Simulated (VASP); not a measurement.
**HfTi3O8: single point with PBE**

Crystal: HfTi3O8.

```
CELL_PARAMETERS angstrom
3.27989 -3.30331 0.00000
3.27989 3.30331 0.00000
0.00000 0.00000 6.05346
ATOMIC_POSITIONS crystal
Ti 0.50000 0.50000 0.25537
Ti 0.50000 0.50000 0.74463
Ti 0.00000 0.00000 0.50000
Hf 0.00000 0.00000 0.00000
O 0.19984 0.19984 0.26344
O 0.80016 0.80016 0.26344
O 0.68672 0.31328 0.00000
O 0.31328 0.68672 0.00000
O 0.19984 0.19984 0.73656
O 0.80016 0.80016 0.73656
O 0.69463 0.30537 0.50000
O 0.30537 0.69463 0.50000
```

```
Program                : VASP 6.6.1
Task                   : single point
Functional             : PBE
Potentials or basis    : VASP PAW PBE potentials, release 64 (Ti_sv, Hf_pv, O)
Cutoff                 : 520 eV
k mesh                 : 6 × 6 × 4
Occupations            : gaussian, width 0.01 eV
Spin                   : non-collinear spin, zero start, spin-orbit coupling
Dipole correction      : no
Further INCAR settings : ALGO = Normal; EDIFF = 1e-07; NBANDS = 116
```

The pressure is 4.9 GPa, the largest force is 0.196 eV/Å and the net moment is 0.00 μB per cell. The valence electrons inside the program's atomic spheres are Ti 10.20, 10.23 (each value once); Hf 8.63; O 5.09, 5.06 (each value once).

Forces in eV/Å, atoms in the order of the input:
```
Ti   0.000  0.000 -0.016
Ti   0.000  0.000  0.016
Ti   0.000  0.000  0.000
Hf   0.000  0.000  0.000
O   -0.032  0.000 -0.094
O    0.032  0.000 -0.094
O    0.000 -0.196  0.000
O    0.000  0.196  0.000
O   -0.032  0.000  0.094
O    0.032  0.000  0.094
O    0.000 -0.067  0.000
O    0.000  0.067  0.000
```

Stress tensor (GPa, compression positive):
```
5.11 0.00 0.00
0.00 4.66 0.00
0.00 0.00 4.88
```

Moments on the atoms (μB; x, y, z):
```
Ti  0.00 0.00 0.00
Ti  0.00 0.00 0.00
Ti  0.00 0.00 0.00
Hf  0.00 0.00 0.00
O   0.00 0.00 0.00
O   0.00 0.00 0.00
O   0.00 0.00 0.00
O   0.00 0.00 0.00
O   0.00 0.00 0.00
O   0.00 0.00 0.00
O   0.00 0.00 0.00
O   0.00 0.00 0.00
```

Wall time 4.6 min on 8 MPI ranks on Intel(R) Xeon(R) Platinum 8259CL CPU @ 2.50GHz (Skylake/Cascade Lake) (shared host), peak memory 1.1 GiB a rank.

Caveat: the cell stands under pressure.
